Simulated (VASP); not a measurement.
Here is a VASP 6.6.1 calculation.

POSCAR

```
SrCl2
1.0
    3.2957881119      3.2957881119      0.0000000000
   -3.2957881119      3.2957881119      0.0000000000
    0.0000000000      3.2957881119      3.2957881119
Sr Cl
1 2
Direct
    0.0000000000      0.0000000000      0.0000000000
    0.2500000000      0.7500000000      0.5000000000
    0.7500000000      0.2500000000      0.5000000000
```

Contents of INCAR.step1:

```
SYSTEM = SrCl2
  PREC = Accurate
  ENCUT = 520
  ISMEAR = 0
  SIGMA = 0.01
  LREAL = .FALSE.
  LASPH = .TRUE.
  NELM = 80
  NBANDS = 19
  GGA = PE
  ALGO = Normal
  EDIFF = 1E-4
  LWAVE = .TRUE.
  LCHARG = .FALSE.
```

File INCAR.step2:

```
SYSTEM = SrCl2
  PREC = Accurate
  ENCUT = 520
  EDIFF = 1E-6
  ISMEAR = 0
  SIGMA = 0.01
  LREAL = .FALSE.
  LASPH = .TRUE.
  NELM = 80
  ALGO = Normal
  ISIF = 2
  LWAVE = .FALSE.
  LCHARG = .TRUE.
  METAGGA = R2SCAN
  LMIXTAU = .TRUE.
  LELF = .TRUE.
  LVHAR = .TRUE.
  NBANDS = 19
  ISTART = 1
```

Contents of KPOINTS:

```
Automatic mesh
0
G
  6 6 6
  0 0 0
```

Potentials or basis: VASP PAW PBE potentials, release 64 (Sr_sv, Cl).

Command:

```sh
$ cat potpaw_PBE.64/Sr_sv/POTCAR potpaw_PBE.64/Cl/POTCAR > POTCAR
$ cp INCAR.step1 INCAR
$ mpirun -np 1 vasp_std > vasp.out
$ cp INCAR.step2 INCAR
$ mpirun -np 1 vasp_std > vasp.out
```

**Question.** Estimate the pressure.

**Answer.** 10.1 GPa.

**Question.** Estimate the band gap on the k mesh.

**Answer.** 5.83 eV.

Caveat: the cell stands under pressure; the PAW data sets were made with another functional, which shifts forces and pressure a little. A k mesh can miss the band edges.
